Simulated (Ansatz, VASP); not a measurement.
## Zr4ScO: VASP beside Ansatz

```
Zr Sc O
1.0
     0.00000    4.07372    4.07372
     4.07372    0.00000    4.07372
     4.07372    4.07372    0.00000
Zr Sc O
4 1 1
Direct
  0.13539 0.62154 0.62154
  0.62154 0.62154 0.62154
  0.62154 0.62154 0.13539
  0.62154 0.13539 0.62154
  0.25000 0.25000 0.25000
  0.00000 0.00000 0.00000
```

Change from the starting cell: species swapped into the HoCdCu4 type (F-43m, No. 216).

Alike in both runs: task single point; functional PBE; k mesh 4 × 4 × 4; occupations gaussian, width 0.1 eV; collinear spin.

```csv
,VASP,Ansatz
version,VASP 6.6.1,Ansatz 0.2.0
potentials or method,"VASP PAW PBE potentials, release 64 (Zr_sv, Sc_sv, O), cutoff 600 eV","scalar-relativistic, plane waves, PAW"
valence electrons in the cell,65,65
```

|  | VASP | Ansatz | Ansatz less VASP |
| --- | --- | --- | --- |
| gap on the k mesh at the Fermi level (eV) | none | none | - |
| pressure (GPa) | 0.0 | -0.1 | -0.04 |
| rms of the force components (eV/Å) | 0.005 | 0.000 | -0.0053 |
| net moment per atom (μB) | 0.00 | 0.00 | -0.001 |

Atom by atom the forces differ by 0.005 eV/Å (rms over components). A gap of «none» marks a metal or a gap that the smearing closes. Ansatz's warnings: seeded moment not kept.
